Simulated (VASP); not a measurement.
Here is a VASP 6.6.1 calculation.

INCAR

```
PREC = Accurate
ENCUT = 500
EDIFF = 1E-6
ISMEAR = 0
SIGMA = 0.05
LREAL = F
LASPH = T
NELM = 120
ALGO = Normal
ISIF = 2
LWAVE = F
LCHARG = F
GGA = PS
NBANDS = 19
GGA_COMPAT = F
```

File KPOINTS:

```
Automatic mesh
0
Gamma
  8 8 5
```

File POSCAR:

```
HfMo
1.0
    1.6712035000     -2.4724670000      0.0000000000
    1.6712035000      2.4724670000      0.0000000000
    0.0000000000      0.0000000000      4.4470110000
Hf Mo
1 1
Direct
    0.0000000000      0.0000000000      0.0000000000
    0.5000000000      0.5000000000      0.5000000000
```

Potentials or basis: VASP PAW PBE potentials, release 64 (Hf_pv, Mo_sv).

Command:

```sh
$ cat potpaw_PBE.64/Hf_pv/POTCAR potpaw_PBE.64/Mo_sv/POTCAR > POTCAR
$ mpirun -np 1 vasp_std > vasp.out
```

**Question.** Predict the pressure.

**Answer.** -6.6 GPa.

**Question.** Estimate the band gap on the k mesh.

**Answer.** Zero (bands 12 and 13 overlap by 2.12 eV).

Stress tensor (GPa, compression positive):
```
-7.59  0.00  0.00
 0.00 -5.82  0.00
 0.00  0.00 -6.30
```

Caveat: the cell stands under tension; the PAW data sets were made with another functional, which shifts forces and pressure a little; spin-orbit coupling is left out, which moves the levels of the heavy elements.
